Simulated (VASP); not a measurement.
LiCl, 2 atoms in the cell. It takes space group I4/mmm (No. 139, tetragonal). The conventional cell has a = 3.627 Å, b = 3.627 Å, c = 5.206 Å, α = 90.00°, β = 90.00°, γ = 90.00°. Li (site symmetry 4/mmm) has 6 Cl at 2.56 to 2.60 Å within 3.4 Å. Cl (site symmetry 4/mmm) has 6 Li at 2.56 to 2.60 Å within 3.4 Å.  This cell differs from its parent crystal: strain +0.0150 x Voigt [0, 0, 1, 0, 0, 0].

| Quantity | Value |
| --- | --- |
| Program | VASP 6.6.1 |
| Task | single point |
| Functional | PBE |
| Potentials or basis | VASP PAW PBE potentials, release 64 (Li_sv, Cl) |
| Cutoff | 520 eV |
| k mesh | 8 × 8 × 8 |
| Occupations | gaussian, width 0.05 eV |
| Spin | no spin polarisation |
| Dipole correction | no |
| Further INCAR settings | ALGO = Normal; EDIFF = 1e-06; NBANDS = 12 |

Potentials or basis: VASP PAW PBE potentials, release 64 (Li_sv, Cl).

Command:

```console
$ cat potpaw_PBE.64/Li_sv/POTCAR potpaw_PBE.64/Cl/POTCAR > POTCAR
$ mpirun -np 1 vasp_std > vasp.out
```

Hardware: 1 thread of Intel Xeon 8259CL, on a shared host.

Problem. Estimate the wall time of this run.

Solution. Wall time 40 s on 1 thread of Intel Xeon 8259CL (shared host), peak memory 0.16 GiB. Counts: scf iterations 12, k points 59.
